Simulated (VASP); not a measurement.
# Si (P6/mmm) in VASP: further runs, part 2 of 2

VASP 6.6.1.

### Step 3. Single point, LDA (strain +0.000 along x and y, +0.015 along z)

Input file INCAR:

```
  ALGO = Normal
  EDIFF = 1E-7
  ENCUT = 520
  GGA = CA
  ISIF = 2
  ISMEAR = 0
  LASPH = T
  LCHARG = F
  LREAL = F
  LWAVE = F
  NBANDS = 8
  NELM = 80
  PREC = Accurate
  SIGMA = 0.15
```

Input file KPOINTS:

```
k-points
0
Gamma
  24 24 20
```

Input file POSCAR:

```
Si
1.0
    2.6205428149      0.0000000000      0.0000000000
   -1.3102714075      2.2694566494      0.0000000000
    0.0000000000      0.0000000000      2.5033497058
Si
1
Direct
    0.0000000000      0.0000000000      0.0000000000
```

Potentials or basis: VASP PAW LDA potentials, release 64 (Si).

Run with:

```sh
cat potpaw_LDA.64/Si/POTCAR > POTCAR
mpirun -np 1 vasp_std > vasp.out
```

OUTCAR:

```text
EDIFF = 1E-7
   ENCUT = 520
   GGA = CA
   ISIF = 2
   ISMEAR = 0
   LASPH = T
   LREAL = F
   NELM = 80
   PREC = Accurate

 ion  position               nearest neighbor table
   1  0.000  0.000  0.000-

  LATTYP: Found a hexagonal cell.
 ALAT       =     2.6205428149
 C/A-ratio  =     0.9552790710

  Lattice vectors:

 A1 = (   2.6205428149,   0.0000000000,   0.0000000000)
 A2 = (  -1.3102714075,   2.2694566494,   0.0000000000)
 A3 = (   0.0000000000,   0.0000000000,   2.5033497058)

Analysis of symmetry for initial positions (statically):
=====================================================================
 Subroutine PRICEL returns:
 Original cell was already a primitive cell.

 Routine SETGRP: Setting up the symmetry group for a
 hexagonal supercell.

 Subroutine GETGRP returns: Found 24 space group operations
 (whereof 24 operations were pure point group operations)
 out of a pool of 24 trial point group operations.

The static configuration has the point symmetry D_6h.

Analysis of symmetry for dynamics (positions and initial velocities):
=====================================================================
 Subroutine PRICEL returns:
 Original cell was already a primitive cell.

 Routine SETGRP: Setting up the symmetry group for a
 hexagonal supercell.

 Subroutine GETGRP returns: Found 24 space group operations
 (whereof 24 operations were pure point group operations)
 out of a pool of 24 trial point group operations.

The dynamic configuration has the point symmetry D_6h.

 Subroutine INISYM returns: Found 24 space group operations
 (whereof 24 operations are pure point group operations),
 and found     1 'primitive' translations

----------------------------------------------------------------------------------------

                                     Primitive cell

  volume of cell :      14.8879

  direct lattice vectors                    reciprocal lattice vectors
     2.620542815  0.000000000  0.000000000     0.381600329  0.220317053  0.000000000
    -1.310271407  2.269456649  0.000000000     0.000000000  0.440634105  0.000000000
     0.000000000  0.000000000  2.503349706     0.000000000  0.000000000  0.399464764

  length of vectors
     2.620542815  2.620542815  2.503349706     0.440634105  0.440634105  0.399464764

  position of ions in fractional coordinates (direct lattice)
     0.000000000  0.000000000  0.000000000

  ion indices of the primitive-cell ions
   primitive index   ion index
                 1           1

----------------------------------------------------------------------------------------

 KPOINTS: k-points

Automatic generation of k-mesh.
 Grid dimensions read from file:
 generate k-points for:   24   24   20

 Generating k-lattice:

  Cartesian coordinates                     Fractional coordinates (reciprocal lattice)
     0.015900014  0.009179877  0.000000000     0.041666667  0.000000000  0.000000000
     0.000000000  0.018359754  0.000000000     0.000000000  0.041666667  0.000000000
     0.000000000  0.000000000  0.019973238     0.000000000  0.000000000  0.050000000

  Length of vectors
     0.018359754  0.018359754  0.019973238

  Shift w.r.t. Gamma in fractional coordinates (k-lattice)
     0.000000000  0.000000000  0.000000000

 Subroutine IBZKPT returns following result:
 ===========================================

 Found    671 irreducible k-points:

 Following reciprocal coordinates:
            Coordinates               Weight
  0.000000  0.000000  0.000000      1.000000
  0.041667 -0.000000  0.000000      6.000000
  0.083333  0.000000  0.000000      6.000000
  0.125000  0.000000  0.000000      6.000000
  0.166667  0.000000  0.000000      6.000000
  0.208333 -0.000000  0.000000      6.000000
[... 16 lines left out ...]
  0.416667  0.041667  0.000000     12.000000
  0.458333  0.041667  0.000000     12.000000
 [... further k-points ...]
   k-points           NKPTS =    671   k-points in BZ     NKDIM =    671   number of bands    NBANDS=      8
   number of dos      NEDOS =    301   number of ions     NIONS =      1
   total plane-waves  NPLWV =   8000
   dimension x,y,z NGX =    20 NGY =   20 NGZ =   20
   dimension x,y,z NGXF=    40 NGYF=   40 NGZF=   40
   ions per type =               1
   NGX,Y,Z   is equivalent  to a cutoff of  12.69, 12.69, 13.28 a.u.
   NGXF,Y,Z  is equivalent  to a cutoff of  25.38, 25.38, 26.56 a.u.
 SYSTEM =  unknown system
   PREC   = accura    normal or accurate (medium, high low for compatibility)
   ISTART =      0    job   : 0-new  1-cont  2-samecut
   ICHARG =      2    charge: 1-file 2-atom 10-const
   ISPIN  =      1    spin polarized calculation?
   LNONCOLLINEAR =      F non collinear calculations
   LSORBIT =      F    spin-orbit coupling
   LASPH  =      T    aspherical Exc in radial PAW
   ENCUT  =  520.0 eV  38.22 Ry    6.18 a.u.   4.87  4.87  4.65*2*pi/ulx,y,z
   NELM   =     80;   NELMIN=  2; NELMDL= -5     # of ELM steps
   EDIFF  = 0.1E-06   stopping-criterion for ELM
   LREAL  =      F    real-space projection
   EDIFFG = 0.1E-05   stopping-criterion for IOM
   NSW    =      0    number of steps for IOM
   IBRION =     -1    ionic relax: 0-MD 1-quasi-New 2-CG
   NFREE  =      0    steps in history (QN), initial steepest desc. (CG)
   ISIF   =      2    stress and relaxation
   ISYM   =      2    0-nonsym 1-usesym 2-fastsym
   POTIM  = 0.5000    time-step for ionic-motion
   TEBEG  =    0.0;   TEEND  =   0.0 temperature during run
   PSTRESS=    0.0 pullay stress
   NELECT =       4.0000    total number of electrons
   NUPDOWN=      -1.0000    fix difference up-down
   EMIN   =  10.00;   EMAX   =-10.00  energy-range for DOS
   EFERMI =   0.00;   METHOD = LEGACY
   ISMEAR =     0;   SIGMA  =   0.15  broadening in eV -4-tet -1-fermi 0-gaus
   EFERMI_NEDOS =   21; number of points for ismear=-14 and -15
   IALGO  =     38    algorithm
   IMIX   =      4    mixing-type and parameters
     AMIX     =   0.40;   BMIX     =  1.00
     AMIX_MAG =   1.60;   BMIX_MAG =  1.00
  volume/ion in A,a.u.               =      14.89       100.47
  Fermi-wavevector in a.u.,A,eV,Ry     =   1.056371  1.996252 15.183018  1.115920
  Thomas-Fermi vector in A             =   2.191605
   LORBIT       =      0    0 simple, 1 ext, 2 COOP (PROOUT), +10 PAW based schemes
   GGA     = CA    functional components
   LHFCALC =     F    Hartree Fock is set to
   AEXX    =    0.0000 exact exchange contribution
   IVDW    =     0    specifies the selected vdW correction
   LEPSILON=     F    determine dielectric tensor
   LRPA    =     F    only Hartree local field effects (RPA)
 non-spin polarized calculation
 Gauss-broadening in eV      SIGMA  =   0.15
  energy-cutoff  :      520.00
  volume of cell :       14.89
 maximum number of plane-waves:       423
 NGX is ok and might be reduce to    20
   NGX =  9   NGY =  9   NGZ =  9

 number of electron       4.0000000 magnetization

 Free energy of the ion-electron system (eV)
  ---------------------------------------------------
  ext. energy  EPLUGINS =         0.00000000
  ---------------------------------------------------
  free energy    TOTEN  =        -5.73453051 eV

  energy without entropy =       -5.73001809  energy(sigma->0) =       -5.73227430

 E-fermi :   9.4816     XC(G=0): -11.0891

 val. band max:        9.4756092066   @ k =   0.3750   0.0417   0.4000
 cond. band min:       9.4817386647   @ k =   0.3750   0.2500   0.4000
 fundamental gap:      0.0061294581
 Fermi energy:         9.4815654492

 k-point     1 :       0.0000    0.0000    0.0000
  band No.  band energies     occupation
      1      -4.5044      2.00000
      2      16.8300      0.00000
      3      16.8423      0.00000
      4      19.8068      0.00000
      5      19.8068      0.00000
      6      21.8114      0.00000
      7      21.8114      0.00000
      8      27.3142      0.00000

 k-point     2 :       0.0417   -0.0000    0.0000
  band No.  band energies     occupation
      1      -4.4557      2.00000
      2      16.6831      0.00000
      3      16.8830      0.00000
      4      19.4028      0.00000
      5      19.4253      0.00000
      6      21.8260      0.00000
      7      22.2766      0.00000
      8      27.8497      0.00000
[... 221 lines left out ...]
 k-point    23 :       0.4167    0.0417    0.0000
  band No.  band energies     occupation
      1       0.7883      2.00000
      2       4.2526      2.00000
      3      13.8224      0.00000
      4      17.1538      0.00000
      5      21.0647      0.00000
      6      24.8959      0.00000
      7      25.2849      0.00000
      8      28.8624      0.00000

 k-point    24 :       0.4583    0.0417    0.0000
  band No.  band energies     occupation
      1       1.7440      2.00000
      2       3.1262      2.00000
      3      13.7390      0.00000
      4      17.0896      0.00000
      5      21.5691      0.00000
      6      24.2494      0.00000
      7      25.9799      0.00000
      8      28.0571      0.00000

 [... further k-points ...]
[... 5 lines left out ...]
  --------------------------------------------------------------------------------------
  -------------------------------------------------------------------------------------
  Total       -0.0955557     -0.0955557     -0.4968630      0.0000000      0.0000000      0.0000000
  in kB      -10.2833036    -10.2833036    -53.4702889      0.0000000      0.0000000      0.0000000
  external PRESSURE =     -24.6789654 kB  Pullay stress =       0.0000000 kB

 VOLUME and BASIS-vectors are now :
 -----------------------------------------------------------------------------
  energy-cutoff  :      520.00
  volume of cell :       14.89
      direct lattice vectors                 reciprocal lattice vectors
     2.620542815  0.000000000  0.000000000     0.381600329  0.220317053  0.000000000
    -1.310271407  2.269456649  0.000000000     0.000000000  0.440634105  0.000000000
     0.000000000  0.000000000  2.503349706     0.000000000  0.000000000  0.399464764

 POSITION                                       TOTAL-FORCE (eV/Angst)
 -----------------------------------------------------------------------------------
      0.00000      0.00000      0.00000        -0.000000      0.000000      0.000000
 -----------------------------------------------------------------------------------
    total drift:                               -0.000000      0.000000      0.000000

  FREE ENERGIE OF THE ION-ELECTRON SYSTEM (eV)
  ---------------------------------------------------
  free  energy   TOTEN  =        -5.7345305105 eV

  energy  without entropy=       -5.7300180927  energy(sigma->0) =       -5.73227430
```

OSZICAR:

```text
N       E                     dE             d eps       ncg     rms          rms(c)
DAV:   1    -0.299161610937E+01   -0.29916E+01   -0.17597E+03 11496   0.376E+02
DAV:   2    -0.572904041846E+01   -0.27374E+01   -0.26212E+01 15504   0.310E+01
DAV:   3    -0.574806337312E+01   -0.19023E-01   -0.18997E-01 12464   0.271E+00
DAV:   4    -0.574808748824E+01   -0.24115E-04   -0.24115E-04 17504   0.105E-01
DAV:   5    -0.574808749814E+01   -0.99068E-08   -0.10378E-07 12624   0.117E-03    0.301E+00
DAV:   6    -0.573971309191E+01    0.83744E-02   -0.18170E-03 12616   0.187E-01    0.171E+00
DAV:   7    -0.573457303909E+01    0.51401E-02   -0.35273E-03 12160   0.267E-01    0.134E-01
DAV:   8    -0.573453079529E+01    0.42244E-04   -0.84434E-05 14952   0.508E-02    0.124E-02
DAV:   9    -0.573453071144E+01    0.83852E-07   -0.21798E-06 14808   0.118E-02    0.621E-03
DAV:  10    -0.573453051038E+01    0.20107E-06   -0.62252E-07 14656   0.323E-03    0.125E-03
DAV:  11    -0.573453051046E+01   -0.82281E-10   -0.14757E-08  7088   0.899E-04
   1 F= -.57345305E+01 E0= -.57322743E+01  d E =-.451242E-02
```

Wall time 36 s (1 thread of Intel Xeon Platinum 8488C (Sapphire Rapids), shared host); peak memory 0.17 GiB.

Results:

```
Free energy            : -5.7345 eV
Pressure               : -2.5 GPa
Band gap on the k mesh : zero (band 2 reaches 16.83 eV, above the bottom of band 3 at 5.02 eV)
```

Levels at points of the mesh, in eV from the Fermi level:
```tsv
k point	band 1	band 2	band 3	band 4	band 5
(0.00, 0.00, 0.00)	-13.99	7.35	7.36	10.33	10.33
(0.50, 0.00, 0.00)	-7.49	-6.69	5.19	6.63	12.15
(0.00, 0.00, 0.50)	-9.37	-7.11	13.62	13.62	14.87
(0.50, 0.00, 0.50)	-3.05	-2.10	-2.00	1.54	8.58
```

Caveat: the cell differs from its parent crystal (strain +0.000 along x and y, +0.015 along z).

### Step 4. Single point, LDA (strain +0.015 along x and y, -0.015 along z)

Input file INCAR:

```
SYSTEM = Si
PREC     = Accurate       ! precision mode
ENCUT    = 520            ! plane-wave cutoff, eV
EDIFF    = 1E-6           ! SCF threshold, eV
ISMEAR   = 0              ! smearing method
SIGMA    = 0.15           ! smearing width, eV
LREAL    = .FALSE.        ! projectors in reciprocal space
LASPH    = .TRUE.         ! aspherical terms in the spheres
NELM     = 60             ! most SCF steps
ALGO     = Normal         ! electronic algorithm
ISIF     = 2              ! what is computed and relaxed
LWAVE    = .FALSE.        ! write WAVECAR
LCHARG   = .FALSE.        ! write CHGCAR
NBANDS   = 8              ! bands
```

Input file KPOINTS:

```
regular mesh
0
G
  24 24 20
  0 0 0
```

Input file POSCAR:

```
Si
1.0
    2.6598509571      0.0000000000      0.0000000000
   -1.3299254786      2.3034984991      0.0000000000
    0.0000000000      0.0000000000      2.4293590741
Si
1
Direct
    0.0000000000      0.0000000000      0.0000000000
```

Potentials or basis: VASP PAW LDA potentials, release 64 (Si).

Run with:

```sh
cat potpaw_LDA.64/Si/POTCAR > POTCAR
mpirun -np 1 vasp_std > vasp.out
```

OUTCAR:

```text
SYSTEM = Si
   PREC = Accurate
   ENCUT = 520
   EDIFF = 1E-6
   ISMEAR = 0
   LREAL = .FALSE.
   LASPH = .TRUE.
   NELM = 60
   ISIF = 2

 ion  position               nearest neighbor table
   1  0.000  0.000  0.000-

  LATTYP: Found a hexagonal cell.
 ALAT       =     2.6598509571
 C/A-ratio  =     0.9133440607

  Lattice vectors:

 A1 = (   2.6598509571,   0.0000000000,   0.0000000000)
 A2 = (  -1.3299254786,   2.3034984991,   0.0000000000)
 A3 = (   0.0000000000,   0.0000000000,   2.4293590741)

Analysis of symmetry for initial positions (statically):
=====================================================================
 Subroutine PRICEL returns:
 Original cell was already a primitive cell.

 Routine SETGRP: Setting up the symmetry group for a
 hexagonal supercell.

 Subroutine GETGRP returns: Found 24 space group operations
 (whereof 24 operations were pure point group operations)
 out of a pool of 24 trial point group operations.

The static configuration has the point symmetry D_6h.

Analysis of symmetry for dynamics (positions and initial velocities):
[... 155 lines left out ...]

  energy without entropy =       -5.72716849  energy(sigma->0) =       -5.72951488

 E-fermi :   9.5023     XC(G=0): -11.0909

 val. band max:        9.4895321064   @ k =   0.4167   0.0417   0.4000
 cond. band min:       9.5026833973   @ k =   0.3333   0.1667   0.0500
 fundamental gap:      0.0131512909
 Fermi energy:         9.5023162238

 k-point     1 :       0.0000    0.0000    0.0000
  band No.  band energies     occupation
      1      -4.4873      2.00000
      2      17.2503      0.00000
      3      18.2299      0.00000
      4      18.9745      0.00000
      5      18.9745      0.00000
      6      21.3545      0.00000
      7      21.3545      0.00000
      8      26.7529      0.00000
[... 243 lines left out ...]
 k-point    24 :       0.4583    0.0417    0.0000
  band No.  band energies     occupation
      1       1.4792      2.00000
      2       3.0262      2.00000
      3      13.2691      0.00000
      4      16.6656      0.00000
      5      22.6696      0.00000
      6      25.4261      0.00000
      7      26.2504      0.00000
      8      29.2113      0.00000

 [... further k-points ...]
[... 5 lines left out ...]
  --------------------------------------------------------------------------------------
  -------------------------------------------------------------------------------------
  Total       -0.3629292     -0.3629292      0.1815034      0.0000000     -0.0000000      0.0000000
  in kB      -39.0656969    -39.0656969     19.5370275      0.0000000     -0.0000000      0.0000000
  external PRESSURE =     -19.5314554 kB  Pullay stress =       0.0000000 kB

 VOLUME and BASIS-vectors are now :
 -----------------------------------------------------------------------------
  energy-cutoff  :      520.00
  volume of cell :       14.88
      direct lattice vectors                 reciprocal lattice vectors
     2.659850957  0.000000000  0.000000000     0.375960915  0.217061136  0.000000000
    -1.329925479  2.303498499  0.000000000     0.000000000  0.434122271  0.000000000
     0.000000000  0.000000000  2.429359074     0.000000000  0.000000000  0.411631204

 POSITION                                       TOTAL-FORCE (eV/Angst)
 -----------------------------------------------------------------------------------
      0.00000      0.00000      0.00000         0.000000      0.000000      0.000000
 -----------------------------------------------------------------------------------
    total drift:                               -0.000000     -0.000000      0.000000

  FREE ENERGIE OF THE ION-ELECTRON SYSTEM (eV)
  ---------------------------------------------------
  free  energy   TOTEN  =        -5.7318612775 eV

  energy  without entropy=       -5.7271684893  energy(sigma->0) =       -5.72951488
```

stdout:

```text
POSCAR found type information on POSCAR Si
 POSCAR found :  1 types and       1 ions
 scaLAPACK will be used
 LDA part: xc-table for (Slater(with rela. corr.)+CA(PZ))
 , standard interpolation
 POSCAR, INCAR and KPOINTS ok, starting setup
 FFT: planning ... GRIDC
 FFT: planning ... GRID_SOFT
 FFT: planning ... GRID
 WAVECAR not read
 entering main loop
```

Wall time 32 s (1 thread of Intel Xeon Platinum 8488C (Sapphire Rapids), shared host); peak memory 0.17 GiB.

What came out:

* Free energy: -5.7319 eV
* Pressure: -2.0 GPa
* Band gap on the k mesh: zero (band 2 reaches 17.25 eV, above the bottom of band 3 at 4.92 eV)

Stress tensor (GPa, compression positive):
```
-3.91  0.00  0.00
 0.00 -3.91  0.00
 0.00  0.00  1.95
```

Caveat: the cell differs from its parent crystal (strain +0.015 along x and y, -0.015 along z).

### Step 5. The runs side by side

```tsv
cell	gap on the mesh (eV)	pressure (GPa)
a = 2.660, b = 2.660, c = 2.392 Å, angles 90.0, 90.0, 120.0°, 1 atom	none	0.2
a = 2.621, b = 2.621, c = 2.503 Å, angles 90.0, 90.0, 120.0°, 1 atom	none	-2.5
a = 2.660, b = 2.660, c = 2.429 Å, angles 90.0, 90.0, 120.0°, 1 atom	none	-2.0
```

Alike in all rows: task single point; level LDA; potentials or basis VASP PAW LDA potentials, release 64 (Si); no spin polarisation; k mesh 24 × 24 × 20; cutoff (eV) 520; smearing gaussian 0.15 eV.

Absolute energies hang on the potentials; compare differences alone.
